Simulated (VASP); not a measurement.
# CoSn (P6_3/mmc) in VASP: notebook

The runs below take CoSn through single point, with PBE.

All numbers are computed with VASP 6.6.1; they aren't measurements. Logs are shortened: lines on timing, memory, paths and dates and some standing lists are left out, and cuts for length are marked.

**1. The cell of the first run**

The structure is hexagonal, space group P6_3/mmc (No. 194). Conventional cell: a = 4.398 Å, b = 4.398 Å, c = 5.025 Å, α = 90.00°, β = 90.00°, γ = 120.00°. Co (site symmetry -6m2) has 5 Sn at 2.51 to 2.54 Å within 3.3 Å. Within 3.3 Å of Sn (site symmetry -6m2) lie 5 Co at 2.51 to 2.54 Å.

The cell was built from a structure type or drawn by symmetry, and may not be a known phase.

**2. Single point, PBE**

INCAR

```
PREC     = Accurate       # precision mode
ENCUT    = 520            # plane-wave cutoff, eV
EDIFF    = 1E-6           # SCF threshold, eV
ISMEAR   = 0              # smearing method
SIGMA    = 0.1            # smearing width, eV
LREAL    = F              # projectors in reciprocal space
LASPH    = T              # aspherical terms in the spheres
NELM     = 60             # most SCF steps
ALGO     = Fast           # electronic algorithm
ISIF     = 2              # what is computed and relaxed
LWAVE    = F              # write WAVECAR
LCHARG   = F              # write CHGCAR
GGA      = PE             # functional
NBANDS   = 31             # bands
```

KPOINTS

```
Automatic mesh
0
Gamma
  12 12 10
```

POSCAR

```
CoSn
1.0
    4.3982199135      0.0000000000      0.0000000000
   -2.1991099568      3.8089701765      0.0000000000
    0.0000000000      0.0000000000      5.0246972222
Co Sn
2 2
Direct
    0.6666666667      0.3333333333      0.7500000000
    0.3333333333      0.6666666667      0.2500000000
    0.6666666667      0.3333333333      0.2500000000
    0.3333333333      0.6666666667      0.7500000000
```

Potentials or basis: VASP PAW PBE potentials, release 64 (Co, Sn_d).

Started as:

```bash
$ cat potpaw_PBE.64/Co/POTCAR potpaw_PBE.64/Sn_d/POTCAR > POTCAR
$ mpirun -np 1 vasp_std > vasp.out
```

OUTCAR:

```text
PREC = Accurate
   ENCUT = 520
   EDIFF = 1E-6
   ISMEAR = 0
   LREAL = F
   LASPH = T
   NELM = 60
   ISIF = 2
   GGA = PE

 ion  position               nearest neighbor table
   1  0.667  0.333  0.750-   3 2.51   3 2.51   4 2.54   4 2.54   4 2.54
   2  0.333  0.667  0.250-   4 2.51   4 2.51   3 2.54   3 2.54   3 2.54
   3  0.667  0.333  0.250-   1 2.51   1 2.51   2 2.54   2 2.54   2 2.54   4 3.57   4 3.57   4 3.57
                             4 3.57   4 3.57   4 3.57
   4  0.333  0.667  0.750-   2 2.51   2 2.51   1 2.54   1 2.54   1 2.54   3 3.57   3 3.57   3 3.57
                             3 3.57   3 3.57   3 3.57

  LATTYP: Found a hexagonal cell.
 ALAT       =     4.3982199135
 C/A-ratio  =     1.1424388323

  Lattice vectors:

 A1 = (   4.3982199135,   0.0000000000,   0.0000000000)
 A2 = (  -2.1991099568,   3.8089701765,   0.0000000000)
 A3 = (   0.0000000000,   0.0000000000,   5.0246972222)

Analysis of symmetry for initial positions (statically):
=====================================================================
 Subroutine PRICEL returns:
 Original cell was already a primitive cell.

 Routine SETGRP: Setting up the symmetry group for a
 hexagonal supercell.

 Subroutine GETGRP returns: Found 24 space group operations
 (whereof 12 operations were pure point group operations)
 out of a pool of 24 trial point group operations.

The static configuration has the point symmetry D_3d.
 The point group associated with its full space group is D_6h.

Analysis of symmetry for dynamics (positions and initial velocities):
=====================================================================
 Subroutine PRICEL returns:
 Original cell was already a primitive cell.

 Routine SETGRP: Setting up the symmetry group for a
 hexagonal supercell.

 Subroutine GETGRP returns: Found 24 space group operations
 (whereof 12 operations were pure point group operations)
 out of a pool of 24 trial point group operations.

The dynamic configuration has the point symmetry D_3d.
 The point group associated with its full space group is D_6h.

 Subroutine INISYM returns: Found 24 space group operations
 (whereof 12 operations are pure point group operations),
 and found     1 'primitive' translations

[... 91 lines left out ...]
   ICHARG =      2    charge: 1-file 2-atom 10-const
   ISPIN  =      1    spin polarized calculation?
   LNONCOLLINEAR =      F non collinear calculations
   LSORBIT =      F    spin-orbit coupling
   LASPH  =      T    aspherical Exc in radial PAW
   ENCUT  =  520.0 eV  38.22 Ry    6.18 a.u.   8.18  8.18  9.34*2*pi/ulx,y,z
   NELM   =     60;   NELMIN=  2; NELMDL= -5     # of ELM steps
   EDIFF  = 0.1E-05   stopping-criterion for ELM
   LREAL  =      F    real-space projection
   EDIFFG = 0.1E-04   stopping-criterion for IOM
   NSW    =      0    number of steps for IOM
   IBRION =     -1    ionic relax: 0-MD 1-quasi-New 2-CG
   NFREE  =      0    steps in history (QN), initial steepest desc. (CG)
   ISIF   =      2    stress and relaxation
   ISYM   =      2    0-nonsym 1-usesym 2-fastsym
   POTIM  = 0.5000    time-step for ionic-motion
   TEBEG  =    0.0;   TEEND  =   0.0 temperature during run
   PSTRESS=    0.0 pullay stress
   NELECT =      46.0000    total number of electrons
   NUPDOWN=      -1.0000    fix difference up-down
   EMIN   =  10.00;   EMAX   =-10.00  energy-range for DOS
   EFERMI =   0.00;   METHOD = LEGACY
   ISMEAR =     0;   SIGMA  =   0.10  broadening in eV -4-tet -1-fermi 0-gaus
   EFERMI_NEDOS =   21; number of points for ismear=-14 and -15
   IALGO  =     68    algorithm
   IMIX   =      4    mixing-type and parameters
     AMIX     =   0.40;   BMIX     =  1.00
     AMIX_MAG =   1.60;   BMIX_MAG =  1.00
  volume/ion in A,a.u.               =      21.04       142.01
  Fermi-wavevector in a.u.,A,eV,Ry     =   1.338431  2.529268 24.373442  1.791397
  Thomas-Fermi vector in A             =   2.466902
   LORBIT       =      0    0 simple, 1 ext, 2 COOP (PROOUT), +10 PAW based schemes
   GGA     = PE    functional components
   LHFCALC =     F    Hartree Fock is set to
   AEXX    =    0.0000 exact exchange contribution
   IVDW    =     0    specifies the selected vdW correction
   LEPSILON=     F    determine dielectric tensor
   LRPA    =     F    only Hartree local field effects (RPA)
 non-spin polarized calculation
 RMM-DIIS sequential band-by-band and
 Gauss-broadening in eV      SIGMA  =   0.10
  energy-cutoff  :      520.00
  volume of cell :       84.18
 maximum number of plane-waves:      2281
 NGX is ok and might be reduce to    36
   NGX = 17   NGY = 17   NGZ = 19

 number of electron      45.9999982 magnetization

 Free energy of the ion-electron system (eV)
  ---------------------------------------------------
  ext. energy  EPLUGINS =         0.00000000
  ---------------------------------------------------
  free energy    TOTEN  =       -19.97625672 eV

  energy without entropy =      -19.95563551  energy(sigma->0) =      -19.96594611

 E-fermi :   6.8483     XC(G=0): -10.4640

 val. band max:        6.8402689560   @ k =   0.3333   0.3333   0.4000
 cond. band min:       6.8491914698   @ k =   0.2500  -0.0000   0.0000
 fundamental gap:      0.0089225138
 Fermi energy:         6.8483035806

 k-point     1 :       0.0000    0.0000    0.0000
  band No.  band energies     occupation
      1     -14.1457      2.00000
      2     -14.1071      2.00000
      3     -14.0641      2.00000
      4     -14.0641      2.00000
      5     -14.0580      2.00000
      6     -14.0580      2.00000
[... 805 lines left out ...]
     30      14.2546      0.00000
     31      15.0152      0.00000

 [... further k-points ...]
[... 5 lines left out ...]
  --------------------------------------------------------------------------------------
  -------------------------------------------------------------------------------------
  Total       -0.0195398     -0.0195398     -0.0188846      0.0000000     -0.0000000      0.0000000
  in kB       -0.3719092     -0.3719092     -0.3594383      0.0000000     -0.0000000      0.0000000
  external PRESSURE =      -0.3677523 kB  Pullay stress =       0.0000000 kB

 VOLUME and BASIS-vectors are now :
 -----------------------------------------------------------------------------
  energy-cutoff  :      520.00
  volume of cell :       84.18
      direct lattice vectors                 reciprocal lattice vectors
     4.398219914  0.000000000  0.000000000     0.227364711  0.131269077  0.000000000
    -2.199109957  3.808970176  0.000000000     0.000000000  0.262538154  0.000000000
     0.000000000  0.000000000  5.024697222     0.000000000  0.000000000  0.199016967

 POSITION                                       TOTAL-FORCE (eV/Angst)
 -----------------------------------------------------------------------------------
      2.19911      1.26966      3.76852         0.000000      0.000000      0.000000
     -0.00000      2.53931      1.25617        -0.000000      0.000000      0.000000
      2.19911      1.26966      1.25617        -0.000000      0.000000      0.000000
     -0.00000      2.53931      3.76852         0.000000     -0.000000      0.000000
 -----------------------------------------------------------------------------------
    total drift:                                0.000000      0.000000      0.000000

  FREE ENERGIE OF THE ION-ELECTRON SYSTEM (eV)
  ---------------------------------------------------
  free  energy   TOTEN  =       -19.9762567153 eV

  energy  without entropy=      -19.9556355097  energy(sigma->0) =      -19.96594611
```

Wall time 3.2 min (1 thread of Intel Xeon 6975P-C (Granite Rapids), shared host); peak memory 0.4 GiB.

What came out:

* Free energy: -19.9763 eV
* Pressure: 0.0 GPa
* Band gap on the k mesh: zero (bands 23 and 24 overlap by 3.27 eV)

Levels at points of the mesh, in eV from the Fermi level:
```
           k point  band 20  band 21  band 22  band 23  band 24  band 25  band 26  band 27
(0.00, 0.00, 0.00)    -0.82    -0.55    -0.55     0.75     1.67     1.67     3.17     4.26
(0.50, 0.00, 0.00)    -0.77    -0.47    -0.43    -0.30     0.33     1.07     1.37     1.68
(0.00, 0.00, 0.50)    -0.59    -0.59    -0.59     2.99     2.99     3.29     3.29     3.29
(0.50, 0.00, 0.50)    -0.64    -0.61    -0.61    -0.27    -0.27     1.41     1.41     3.77
```

Caveat: spin-orbit coupling is left out, which moves the levels of the heavy elements; the run has no spin polarisation, though such a crystal can be magnetic.

**3. Single point, PBE**

INCAR

```
SYSTEM = CoSn
ALGO     = Fast           ! electronic algorithm
EDIFF    = 1E-6           ! SCF threshold, eV
ENCUT    = 520            ! plane-wave cutoff, eV
GGA      = PE             ! functional
ISIF     = 2              ! what is computed and relaxed
ISMEAR   = 0              ! smearing method
LASPH    = .True.         ! aspherical terms in the spheres
LCHARG   = .False.        ! write CHGCAR
LREAL    = .False.        ! projectors in reciprocal space
LWAVE    = .False.        ! write WAVECAR
NBANDS   = 31             ! bands
NELM     = 80             ! most SCF steps
PREC     = Accurate       ! precision mode
SIGMA    = 0.1            ! smearing width, eV
```

KPOINTS

```
k-points
0
Gamma
  12 12 10
  0 0 0
```

POSCAR is that of step 2.

Potentials or basis: VASP PAW PBE potentials, release 64 (Co, Sn_d).

Started as:

```bash
$ cat potpaw_PBE.64/Co/POTCAR potpaw_PBE.64/Sn_d/POTCAR > POTCAR
$ mpirun -np 1 vasp_std > vasp.out
```

OUTCAR:

```text
SYSTEM = CoSn
   EDIFF = 1E-6
   ENCUT = 520
   GGA = PE
   ISIF = 2
   ISMEAR = 0
   LASPH = .True.
   LREAL = .False.
   NELM = 80
   PREC = Accurate

 ion  position               nearest neighbor table
   1  0.667  0.333  0.750-   3 2.51   3 2.51   4 2.54   4 2.54   4 2.54
   2  0.333  0.667  0.250-   4 2.51   4 2.51   3 2.54   3 2.54   3 2.54
   3  0.667  0.333  0.250-   1 2.51   1 2.51   2 2.54   2 2.54   2 2.54   4 3.57   4 3.57   4 3.57
                             4 3.57   4 3.57   4 3.57
   4  0.333  0.667  0.750-   2 2.51   2 2.51   1 2.54   1 2.54   1 2.54   3 3.57   3 3.57   3 3.57
                             3 3.57   3 3.57   3 3.57

  LATTYP: Found a hexagonal cell.
 ALAT       =     4.3982199135
 C/A-ratio  =     1.1424388323

  Lattice vectors:

 A1 = (   4.3982199135,   0.0000000000,   0.0000000000)
 A2 = (  -2.1991099568,   3.8089701765,   0.0000000000)
 A3 = (   0.0000000000,   0.0000000000,   5.0246972222)

Analysis of symmetry for initial positions (statically):
=====================================================================
 Subroutine PRICEL returns:
 Original cell was already a primitive cell.

 Routine SETGRP: Setting up the symmetry group for a
 hexagonal supercell.
[... 171 lines left out ...]
  free energy    TOTEN  =       -19.97625672 eV

  energy without entropy =      -19.95563551  energy(sigma->0) =      -19.96594611

 E-fermi :   6.8483     XC(G=0): -10.4640

 val. band max:        6.8402689560   @ k =   0.3333   0.3333   0.4000
 cond. band min:       6.8491914698   @ k =   0.2500  -0.0000   0.0000
 fundamental gap:      0.0089225138
 Fermi energy:         6.8483035806

 k-point     1 :       0.0000    0.0000    0.0000
  band No.  band energies     occupation
      1     -14.1457      2.00000
      2     -14.1071      2.00000
      3     -14.0641      2.00000
      4     -14.0641      2.00000
      5     -14.0580      2.00000
      6     -14.0580      2.00000
[... 805 lines left out ...]
     30      14.2546      0.00000
     31      15.0152      0.00000

 [... further k-points ...]
[... 5 lines left out ...]
  --------------------------------------------------------------------------------------
  -------------------------------------------------------------------------------------
  Total       -0.0195398     -0.0195398     -0.0188846      0.0000000     -0.0000000      0.0000000
  in kB       -0.3719092     -0.3719092     -0.3594383      0.0000000     -0.0000000      0.0000000
  external PRESSURE =      -0.3677523 kB  Pullay stress =       0.0000000 kB

 VOLUME and BASIS-vectors are now :
 -----------------------------------------------------------------------------
  energy-cutoff  :      520.00
  volume of cell :       84.18
      direct lattice vectors                 reciprocal lattice vectors
     4.398219914  0.000000000  0.000000000     0.227364711  0.131269077  0.000000000
    -2.199109957  3.808970176  0.000000000     0.000000000  0.262538154  0.000000000
     0.000000000  0.000000000  5.024697222     0.000000000  0.000000000  0.199016967

 POSITION                                       TOTAL-FORCE (eV/Angst)
 -----------------------------------------------------------------------------------
      2.19911      1.26966      3.76852         0.000000      0.000000      0.000000
     -0.00000      2.53931      1.25617        -0.000000      0.000000      0.000000
      2.19911      1.26966      1.25617        -0.000000      0.000000      0.000000
     -0.00000      2.53931      3.76852         0.000000     -0.000000      0.000000
 -----------------------------------------------------------------------------------
    total drift:                                0.000000      0.000000      0.000000

  FREE ENERGIE OF THE ION-ELECTRON SYSTEM (eV)
  ---------------------------------------------------
  free  energy   TOTEN  =       -19.9762567153 eV

  energy  without entropy=      -19.9556355097  energy(sigma->0) =      -19.96594611
```

Wall time 2.9 min (1 thread of Intel Xeon 6975P-C (Granite Rapids), shared host); peak memory 0.4 GiB.

Results:

```
Free energy            : -19.9763 eV
Pressure               : 0.0 GPa
Band gap on the k mesh : zero (bands 23 and 24 overlap by 3.27 eV)
```

Levels at points of the mesh, in eV from the Fermi level:
```tsv
k point	band 20	band 21	band 22	band 23	band 24	band 25	band 26	band 27
(0.00, 0.00, 0.00)	-0.82	-0.55	-0.55	0.75	1.67	1.67	3.17	4.26
(0.50, 0.00, 0.00)	-0.77	-0.47	-0.43	-0.30	0.33	1.07	1.37	1.68
(0.00, 0.00, 0.50)	-0.59	-0.59	-0.59	2.99	2.99	3.29	3.29	3.29
(0.50, 0.00, 0.50)	-0.64	-0.61	-0.61	-0.27	-0.27	1.41	1.41	3.77
```

Caveat: spin-orbit coupling is left out, which moves the levels of the heavy elements; the run has no spin polarisation, though such a crystal can be magnetic.

**4. Single point, PBE, collinear spin, ferromagnetic start**

This run uses another cell than the first one, of 20.97 Å³/atom.

INCAR

```
SYSTEM = CoSn
  PREC = Accurate
  ENCUT = 520
  EDIFF = 1E-6
  ISMEAR = 0
  SIGMA = 0.1
  LREAL = .FALSE.
  LASPH = .TRUE.
  NELM = 150
  ALGO = Normal
  ISIF = 2
  LWAVE = .FALSE.
  LCHARG = .TRUE.
  ISPIN = 2
  MAGMOM = 3 3 0 0
  LORBIT = 11
  LMAXMIX = 4
  GGA = PE
  LELF = .TRUE.
  LVHAR = .TRUE.
  NBANDS = 35
```

KPOINTS

```
Automatic mesh
0
G
  6 6 4
  0 0 0
```

POSCAR

```
CoSn
1.0
    4.3888085758      0.0000000000      0.0000000000
   -2.1944042879      3.8008197190      0.0000000000
    0.0000000000      0.0000000000      5.0285681485
Co Sn
2 2
Direct
    0.6666666667      0.3333333333     -0.0625019757
    0.3333333333      0.6666666667      0.4374980243
    0.6666666667      0.3333333333      0.4375019757
    0.3333333333      0.6666666667      0.9375019757
```

Started as:

```bash
$ cat potpaw_PBE.64/Co/POTCAR potpaw_PBE.64/Sn_d/POTCAR > POTCAR
$ mpirun -np 1 vasp_std > vasp.out
```

Run time: 1.8 min. Hardware: 1 thread of Intel Xeon 6975P-C (Granite Rapids), shared host; peak memory 0.3 GiB.

The run converged. Its results:

```yaml
Free_energy: -19.9787 eV
Pressure: 0.2 GPa
Net_moment: 0.04 μB per cell
Site_moments: Co +0.02; Sn -0.00 μB
Valence_electrons_inside_the_program's_atomic_spheres: Co 8.26; Sn 12.41
```

Stress tensor (GPa, compression positive):
```
0.31 0.00 0.00
0.00 0.31 0.00
0.00 0.00 0.01
```

Levels at points of the mesh, in eV from the Fermi level:
Spin up:
```
           k point  band 21  band 22  band 23  band 24  band 25  band 26
(0.00, 0.00, 0.00)    -0.57    -0.57     0.74     1.69     1.69     3.21
(0.50, 0.00, 0.00)    -0.49    -0.44    -0.31     0.33     1.05     1.36
(0.00, 0.00, 0.50)    -0.60    -0.60     3.03     3.03     3.31     3.31
(0.50, 0.00, 0.50)    -0.63    -0.63    -0.29    -0.29     1.41     1.41
```
Spin down:
| k point | band 19 | band 20 | band 21 | band 22 | band 23 | band 24 | band 25 | band 26 | band 27 | band 28 |
| --- | --- | --- | --- | --- | --- | --- | --- | --- | --- | --- |
| (0.00, 0.00, 0.00) | -1.07 | -0.81 | -0.54 | -0.54 | 0.75 | 1.70 | 1.70 | 3.22 | 4.29 | 4.76 |
| (0.50, 0.00, 0.00) | -0.81 | -0.77 | -0.47 | -0.42 | -0.30 | 0.34 | 1.06 | 1.37 | 1.70 | 3.33 |
| (0.00, 0.00, 0.50) | -0.58 | -0.58 | -0.58 | -0.58 | 3.03 | 3.03 | 3.32 | 3.32 | 3.32 | 3.32 |
| (0.50, 0.00, 0.50) | -0.64 | -0.64 | -0.61 | -0.61 | -0.26 | -0.26 | 1.42 | 1.42 | 3.79 | 3.79 |

Caveat: spin-orbit coupling is left out, which moves the levels of the heavy elements.
